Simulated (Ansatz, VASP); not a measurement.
**One calculation of Ge, two programs**

File INCAR:

```
SYSTEM = Ge
PREC = Accurate
ENCUT = 600
EDIFF = 1E-6
ISMEAR = 0
SIGMA = 0.1
LREAL = .FALSE.
LASPH = .TRUE.
NELM = 60
ALGO = Normal
ISIF = 3
LWAVE = .FALSE.
LCHARG = .FALSE.
GGA = PE
IBRION = 2
NSW = 80
EDIFFG = -0.01
```

The input KPOINTS:

```
Automatic mesh
0
G
  12 12 12
  0 0 0
```

The input POSCAR:

```
Ge
1.0
    0.0000000000      2.8789096936      2.8789096936
    2.8789096936      0.0000000000      2.8789096936
    2.8789096936      2.8789096936      0.0000000000
Ge
2
Direct
    0.2500000000      0.2500000000      0.2500000000
    0.0000000000      0.0000000000      0.0000000000
```

Input for Ansatz:

```yaml
crystal:
  lattice:
    - [0.0, 2.8789096936, 2.8789096936]
    - [2.8789096936, 0.0, 2.8789096936]
    - [2.8789096936, 2.8789096936, 0.0]
  atoms:
    - { symbol: Ge, position: [0.25, 0.25, 0.25] }
    - { symbol: Ge, position: [0.0, 0.0, 0.0] }
basis:
  ecutwfc: 420
kpoints:
  mp_grid: { grid: [12, 12, 12] }
hamiltonian:
  xc: pbe
scf:
  occupations: { method: gaussian, width: 0.1 }
output:
  forces: true
  stress: true
  eigenvalues: true
relax:
  adjacent_minimum: "off"
  f_tol: 0.01
  max_steps: 60
  cell: { stress_tol: 0.1 }
```

Alike in both runs: task relaxation of cell and atoms; functional PBE; k mesh 12 × 12 × 12; occupations gaussian, width 0.1 eV; no spin polarisation.

|  | VASP | Ansatz |
| --- | --- | --- |
| version | VASP 6.6.1 | Ansatz 0.2.0 |
| potentials or method | VASP PAW PBE potentials, release 64 (Ge_d), cutoff 600 eV | scalar-relativistic, plane waves, PAW |
| valence electrons in the cell | 28 | 28 |

```csv
,VASP,Ansatz,Ansatz less VASP
"gap on the k mesh at the Fermi level, each at its own relaxed structure (eV)",none,none,-
relaxed volume (Å³/atom),23.86,23.90,+0.035
relaxed cell length with the largest relative difference (Å),4.071,4.073,+0.0020
```

A gap of «none» marks a metal or a gap that the smearing closes.

Noted on VASP's run: the relaxation stopped at its first step, so nothing moved.
